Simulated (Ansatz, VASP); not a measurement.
**CaTl2As2 in VASP and in Ansatz**

```
CELL_PARAMETERS angstrom
4.50598 0.00000 0.00000
-2.25299 3.90229 0.00000
0.00000 0.00000 7.37211
ATOMIC_POSITIONS crystal
As 0.33330 0.66670 0.23820
As 0.66670 0.33330 0.76180
Tl 0.33330 0.66670 0.63310
Tl 0.66670 0.33330 0.36690
Ca 0.00000 0.00000 0.00000
```

Alike in both runs: task single point; functional PBE; k mesh 9 × 9 × 5; occupations gaussian, width 0.0493 eV; no spin polarisation.

|  | VASP | Ansatz |
| --- | --- | --- |
| version | VASP 6.6.1 | Ansatz 0.2.0 |
| potentials or method | VASP PAW PBE potentials, release 64 (As, Tl_d, Ca_sv), cutoff 520 eV | PAW plane waves |
| valence electrons in the cell | 46 | 66 |

Ansatz gave:

```
pressure (GPa)                                                : 7.7
traceless stress, the component that is largest in VASP (GPa) : -3.17
rms of the force components (eV/Å)                            : 0.393
```

**Question.** What did VASP give for the same quantities?

**Answer.** Pressure (GPa): 7.7; traceless stress, the component that is largest in VASP (GPa): -3.16; rms of the force components (eV/Å): 0.392.

Atom by atom the forces differ by 0.002 eV/Å (rms over components). VASP's potentials hold 46 valence electrons a cell and Ansatz's 66, so a difference there can come from the potentials and not from the codes. Ansatz's warnings: structure snapped to symmetry.

Neither program's run includes spin-orbit coupling.
